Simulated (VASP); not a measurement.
## Ag: single point with PBEsol

Ag:

```
Ag
1.0
     0.00000    2.09418    2.09418
     2.09418    0.00000    2.09418
     2.09418    2.09418    0.00000
Ag
1
Direct
  0.00000 0.00000 0.00000
```

This cell differs from its parent crystal: strain +0.025 along x and y, +0.025 along z.

| Property | Result |
| --- | --- |
| Program | VASP 6.6.1 |
| Task | single point |
| Functional | PBEsol |
| Potentials or basis | VASP PAW PBE potentials, release 64 (Ag) |
| Cutoff | 520 eV |
| k mesh | 20 × 20 × 20 |
| Occupations | gaussian, width 0.15 eV |
| Spin | no spin polarisation |
| Dipole correction | no |
| Further INCAR settings | ALGO = Normal; EDIFF = 1e-06; NBANDS = 12 |

```json
{
 "Pressure": "-8.9 GPa"
}
```

Levels at points of the mesh, in eV from the Fermi level:
| k point | band 3 | band 4 | band 5 | band 6 | band 7 | band 8 | band 9 | band 10 |
| --- | --- | --- | --- | --- | --- | --- | --- | --- |
| (0.00, 0.00, 0.00) | -4.49 | -4.49 | -3.58 | -3.58 | 15.83 | 18.96 | 18.96 | 18.96 |
| (0.50, 0.00, 0.00) | -4.51 | -2.87 | -2.87 | -0.24 | 3.21 | 15.05 | 17.07 | 17.07 |
| (0.50, 0.50, 0.00) | -2.90 | -2.69 | -2.69 | 1.63 | 6.18 | 10.25 | 10.25 | 16.29 |

Run time: 20 s on 1 thread of Intel(R) Xeon(R) 6975P-C (Granite Rapids), on a shared host, peak memory 0.18 GiB.

Caveat: the cell differs from its parent crystal (strain +0.025 along x and y, +0.025 along z); the PAW data sets were made with another functional, which shifts forces and pressure a little.
